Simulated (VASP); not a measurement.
# Pb (Fm-3m) in VASP: notebook, part 2 of 2

VASP 6.6.1.

### 5 Single point, revPBE+D3(BJ)

This run uses another cell than the first one, of 29.11 Å³/atom, 0.980 times its volume.

Input file INCAR:

```
PREC = Accurate
ENCUT = 520
EDIFF = 1E-6
ISMEAR = -1
SIGMA = 0.05
LREAL = False
LASPH = True
NELM = 100
ALGO = Normal
ISIF = 2
LWAVE = False
LCHARG = False
GGA = RE
IVDW = 12
NBANDS = 13
```

Input file KPOINTS:

```
regular mesh
0
Gamma
  9 9 9
```

Input file POSCAR:

```
Pb
1.0
    0.0000000000      2.4415696833      2.4415696833
    2.4415696833      0.0000000000      2.4415696833
    2.4415696833      2.4415696833      0.0000000000
Pb
1
Direct
    0.0000000000      0.0000000000      0.0000000000
```

Potentials or basis: VASP PAW PBE potentials, release 64 (Pb_d).

On the command line:

```bash
$ cat potpaw_PBE.64/Pb_d/POTCAR > POTCAR
$ mpirun -np 1 vasp_std > vasp.out
```

OUTCAR:

```text
PREC = Accurate
   ENCUT = 520
   EDIFF = 1E-6
   ISMEAR = -1
   LREAL = False
   LASPH = True
   NELM = 100
   ISIF = 2
   GGA = RE
   IVDW = 12
 IVDW          = 12

 ion  position               nearest neighbor table
   1  0.000  0.000  0.000-

  LATTYP: Found a face centered cubic cell.
 ALAT       =     4.8831393666

  Lattice vectors:

 A1 = (   0.0000000000,   2.4415696833,   2.4415696833)
 A2 = (   2.4415696833,   0.0000000000,   2.4415696833)
 A3 = (   2.4415696833,   2.4415696833,   0.0000000000)

Analysis of symmetry for initial positions (statically):
=====================================================================
 Subroutine PRICEL returns:
 Original cell was already a primitive cell.

 Routine SETGRP: Setting up the symmetry group for a
 face centered cubic supercell.

 Subroutine GETGRP returns: Found 48 space group operations
 (whereof 48 operations were pure point group operations)
 out of a pool of 48 trial point group operations.

The static configuration has the point symmetry O_h .

Analysis of symmetry for dynamics (positions and initial velocities):
=====================================================================
 Subroutine PRICEL returns:
 Original cell was already a primitive cell.

 Routine SETGRP: Setting up the symmetry group for a
 face centered cubic supercell.

 Subroutine GETGRP returns: Found 48 space group operations
 (whereof 48 operations were pure point group operations)
 out of a pool of 48 trial point group operations.

The dynamic configuration has the point symmetry O_h .

 Subroutine INISYM returns: Found 48 space group operations
 (whereof 48 operations are pure point group operations),
 and found     1 'primitive' translations

----------------------------------------------------------------------------------------

                                     Primitive cell

  volume of cell :      29.1097

  direct lattice vectors                    reciprocal lattice vectors
     0.000000000  2.441569683  2.441569683    -0.204786291  0.204786291  0.204786291
     2.441569683  0.000000000  2.441569683     0.204786291 -0.204786291  0.204786291
     2.441569683  2.441569683  0.000000000     0.204786291  0.204786291 -0.204786291

  length of vectors
     3.452900960  3.452900960  3.452900960     0.354700261  0.354700261  0.354700261

  position of ions in fractional coordinates (direct lattice)
     0.000000000  0.000000000  0.000000000

  ion indices of the primitive-cell ions
   primitive index   ion index
                 1           1

----------------------------------------------------------------------------------------

 KPOINTS: regular mesh

Automatic generation of k-mesh.
 Grid dimensions read from file:
 generate k-points for:    9    9    9

 Generating k-lattice:

  Cartesian coordinates                     Fractional coordinates (reciprocal lattice)
    -0.022754032  0.022754032  0.022754032     0.111111111  0.000000000  0.000000000
     0.022754032 -0.022754032  0.022754032     0.000000000  0.111111111  0.000000000
     0.022754032  0.022754032 -0.022754032     0.000000000  0.000000000  0.111111111

  Length of vectors
     0.039411140  0.039411140  0.039411140

  Shift w.r.t. Gamma in fractional coordinates (k-lattice)
     0.000000000  0.000000000  0.000000000

 Subroutine IBZKPT returns following result:
 ===========================================

 Found     35 irreducible k-points:

 Following reciprocal coordinates:
            Coordinates               Weight
  0.000000  0.000000  0.000000      1.000000
  0.111111  0.000000  0.000000      8.000000
  0.222222  0.000000  0.000000      8.000000
  0.333333  0.000000  0.000000      8.000000
  0.444444  0.000000  0.000000      8.000000
  0.111111  0.111111  0.000000      6.000000
[... 16 lines left out ...]
 -0.333333  0.333333  0.000000     12.000000
  0.444444  0.444444  0.000000      6.000000
 [... further k-points ...]
   k-points           NKPTS =     35   k-points in BZ     NKDIM =     35   number of bands    NBANDS=     13
   number of dos      NEDOS =    301   number of ions     NIONS =      1
   total plane-waves  NPLWV =  21952
   dimension x,y,z NGX =    28 NGY =   28 NGZ =   28
   dimension x,y,z NGXF=    56 NGYF=   56 NGZF=   56
   ions per type =               1
   NGX,Y,Z   is equivalent  to a cutoff of  13.48, 13.48, 13.48 a.u.
   NGXF,Y,Z  is equivalent  to a cutoff of  26.96, 26.96, 26.96 a.u.
 SYSTEM =  unknown system
   PREC   = accura    normal or accurate (medium, high low for compatibility)
   ISTART =      0    job   : 0-new  1-cont  2-samecut
   ICHARG =      2    charge: 1-file 2-atom 10-const
   ISPIN  =      1    spin polarized calculation?
   LNONCOLLINEAR =      F non collinear calculations
   LSORBIT =      F    spin-orbit coupling
   LASPH  =      T    aspherical Exc in radial PAW
   ENCUT  =  520.0 eV  38.22 Ry    6.18 a.u.   6.42  6.42  6.42*2*pi/ulx,y,z
   NELM   =    100;   NELMIN=  2; NELMDL= -5     # of ELM steps
   EDIFF  = 0.1E-05   stopping-criterion for ELM
   LREAL  =      F    real-space projection
   EDIFFG = 0.1E-04   stopping-criterion for IOM
   NSW    =      0    number of steps for IOM
   IBRION =     -1    ionic relax: 0-MD 1-quasi-New 2-CG
   NFREE  =      0    steps in history (QN), initial steepest desc. (CG)
   ISIF   =      2    stress and relaxation
   ISYM   =      2    0-nonsym 1-usesym 2-fastsym
   POTIM  = 0.5000    time-step for ionic-motion
   TEBEG  =    0.0;   TEEND  =   0.0 temperature during run
   PSTRESS=    0.0 pullay stress
   NELECT =      14.0000    total number of electrons
   NUPDOWN=      -1.0000    fix difference up-down
   EMIN   =  10.00;   EMAX   =-10.00  energy-range for DOS
   EFERMI =   0.00;   METHOD = LEGACY
   ISMEAR =    -1;   SIGMA  =   0.05  broadening in eV -4-tet -1-fermi 0-gaus
   EFERMI_NEDOS =   21; number of points for ismear=-14 and -15
   IALGO  =     38    algorithm
   IMIX   =      4    mixing-type and parameters
     AMIX     =   0.40;   BMIX     =  1.00
     AMIX_MAG =   1.60;   BMIX_MAG =  1.00
  volume/ion in A,a.u.               =      29.11       196.44
  Fermi-wavevector in a.u.,A,eV,Ry     =   1.282641  2.423840 22.383862  1.645167
  Thomas-Fermi vector in A             =   2.414940
   LORBIT       =      0    0 simple, 1 ext, 2 COOP (PROOUT), +10 PAW based schemes
   GGA     = RE    functional components
   LHFCALC =     F    Hartree Fock is set to
   AEXX    =    0.0000 exact exchange contribution
   IVDW    =    12    specifies the selected vdW correction
   LEPSILON=     F    determine dielectric tensor
   LRPA    =     F    only Hartree local field effects (RPA)
 non-spin polarized calculation
  energy-cutoff  :      520.00
  volume of cell :       29.11
 maximum number of plane-waves:       801
 NGX is ok and might be reduce to    28
   NGX = 13   NGY = 13   NGZ = 13

 number of electron      13.9999999 magnetization

 Free energy of the ion-electron system (eV)
  ---------------------------------------------------
  ext. energy  EPLUGINS =         0.00000000
  ---------------------------------------------------
  free energy    TOTEN  =        -3.20171363 eV

  energy without entropy =       -3.19857082  energy(sigma->0) =       -3.20014222

 E-fermi :   7.6768     XC(G=0): -10.3141

 val. band max:        7.6764166528   @ k =  -0.2222   0.3333   0.1111
 cond. band min:       7.9186246882   @ k =   0.3333   0.3333   0.0000
 fundamental gap:      0.2422080354
 Fermi energy:         7.6767909894

 k-point     1 :       0.0000    0.0000    0.0000
  band No.  band energies     occupation
      1      -9.3150      2.00000
      2      -9.3150      2.00000
      3      -9.3150      2.00000
      4      -9.1576      2.00000
      5      -9.1576      2.00000
      6      -4.1935      2.00000
      7      15.6044      0.00000
      8      15.6044      0.00000
      9      15.6044      0.00000
     10      17.5976      0.00000
     11      19.6759      0.00000
     12      20.6200      0.00000
     13      20.6200      0.00000
[... 353 lines left out ...]
 k-point    24 :       0.4444    0.4444    0.0000
  band No.  band energies     occupation
      1      -9.4952      2.00000
      2      -9.3951      2.00000
      3      -9.0239      2.00000
      4      -8.9805      2.00000
      5      -8.9805      2.00000
      6       0.6912      2.00000
      7       5.0332      2.00000
      8      10.0496      0.00000
      9      10.0496      0.00000
     10      13.4177      0.00000
     11      14.6396      0.00000
     12      26.3270      0.00000
     13      28.2634      0.00000

 [... further k-points ...]

------------------------ aborting loop because EDIFF is reached ----------------------------------------

 Edisp (eV)   -0.76648

 E8    (eV) :    -0.5711

  FORCE on cell =-STRESS in cart. coord.  units (eV):
  Direction    XX          YY          ZZ          XY          YZ          ZX
  --------------------------------------------------------------------------------------
  -------------------------------------------------------------------------------------
  Total       0.25179     0.25179     0.25179     0.00000     0.00000    -0.00000
  in kB      13.85810    13.85810    13.85810     0.00000     0.00000    -0.00000
  external pressure =       13.86 kB  Pullay stress =        0.00 kB

 VOLUME and BASIS-vectors are now :
 -----------------------------------------------------------------------------
  energy-cutoff  :      520.00
  volume of cell :       29.11
      direct lattice vectors                 reciprocal lattice vectors
     0.000000000  2.441569683  2.441569683    -0.204786291  0.204786291  0.204786291
     2.441569683  0.000000000  2.441569683     0.204786291 -0.204786291  0.204786291
     2.441569683  2.441569683  0.000000000     0.204786291  0.204786291 -0.204786291

 POSITION                                       TOTAL-FORCE (eV/Angst)
 -----------------------------------------------------------------------------------
      0.00000      0.00000      0.00000        -0.000000      0.000000     -0.000000
 -----------------------------------------------------------------------------------
    total drift:                               -0.000000     -0.000000     -0.000000

  FREE ENERGIE OF THE ION-ELECTRON SYSTEM (eV)
  ---------------------------------------------------
  free  energy   TOTEN  =        -3.9681956114 eV

  energy  without entropy=       -3.9650527973  energy(sigma->0) =       -3.96662420
```

It took 7.8 s on 1 thread of Intel Xeon Platinum 8488C (Sapphire Rapids), shared host; peak memory 0.16 GiB.

Results:

```
Free energy                : -3.9682 eV
Pressure                   : 1.4 GPa
Band gap on the k mesh     : zero (band 7 reaches 15.60 eV, above the bottom of band 8 at 6.21 eV)
Dispersion energy per atom : -0.766 eV
```

Levels at points of the mesh, in eV from the Fermi level:
```tsv
k point	band 3	band 4	band 5	band 6	band 7	band 8	band 9	band 10	band 11	band 12
(0.00, 0.00, 0.00)	-16.99	-16.83	-16.83	-11.87	7.93	7.93	7.93	9.92	12.00	12.94
```

Caveat: the PAW data sets were made with another functional, which shifts forces and pressure a little; spin-orbit coupling is left out, which moves the levels of the heavy elements; pairwise dispersion overbinds metals, which lowers pressure and volume.

### 6 Overview

```tsv
level	cell	gap on the mesh (eV)	pressure (GPa)
PBEsol+D3(BJ)	a = 3.477 Å, angles 60.0°, 1 atom	none	-2.3
RPBE	a = 3.453 Å, angles 60.0°, 1 atom	none	6.2
RPBE	a = 3.477 Å, angles 60.0°, 1 atom	none	5.0
revPBE+D3(BJ)	a = 3.453 Å, angles 60.0°, 1 atom	none	1.4
```

Alike in all rows: task single point; potentials or basis VASP PAW PBE potentials, release 64 (Pb_d); no spin polarisation; k mesh 9 × 9 × 9; cutoff (eV) 520; smearing fermi-dirac 0.05 eV.

Caveats: the PAW data sets were made with another functional, which shifts forces and pressure a little; spin-orbit coupling is left out, which moves the levels of the heavy elements; pairwise dispersion overbinds metals, which lowers pressure and volume (some runs).

Total energies depend on the potentials used, so only differences within one code and one set of settings carry meaning.
